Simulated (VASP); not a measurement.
A run of VASP 6.6.1:

The input INCAR:

```
ALGO = Normal ; EDIFF = 1E-6
ENCUT = 520 ; GGA = PE
ISIF = 2 ; ISMEAR = 0
LASPH = True ; LCHARG = False
LREAL = False ; LWAVE = False
NBANDS = 22 ; NELM = 80
PREC = Accurate ; SIGMA = 0.15
```

KPOINTS

```
k-points
0
Gamma
  10 10 10
```

File POSCAR:

```
InSb3
1.0
    4.8562819367      0.0000000000      0.0000000000
    0.0000000000      4.8562819367      0.0000000000
    0.0000000000      0.0000000000      4.8562819367
In Sb
1 3
Direct
    0.0000000000      0.0000000000      0.0000000000
    0.5000000000      0.0000000000      0.5000000000
    0.0000000000      0.5000000000      0.5000000000
    0.5000000000      0.5000000000      0.0000000000
```

Potentials or basis: VASP PAW PBE potentials, release 64 (In_d, Sb).

Launch:

```bash
$ cat potpaw_PBE.64/In_d/POTCAR potpaw_PBE.64/Sb/POTCAR > POTCAR
$ mpirun -np 1 vasp_std > vasp.out
```

Hardware: 1 thread of Intel(R) Xeon(R) 6975P-C (Granite Rapids), with other jobs on the host.

Question: How long does it take, and how much memory?

Answer: Run time: 40 s on 1 thread of Intel(R) Xeon(R) 6975P-C (Granite Rapids), with other jobs on the host, peak memory 0.29 GiB. Counts: scf iterations 10, k points 56.
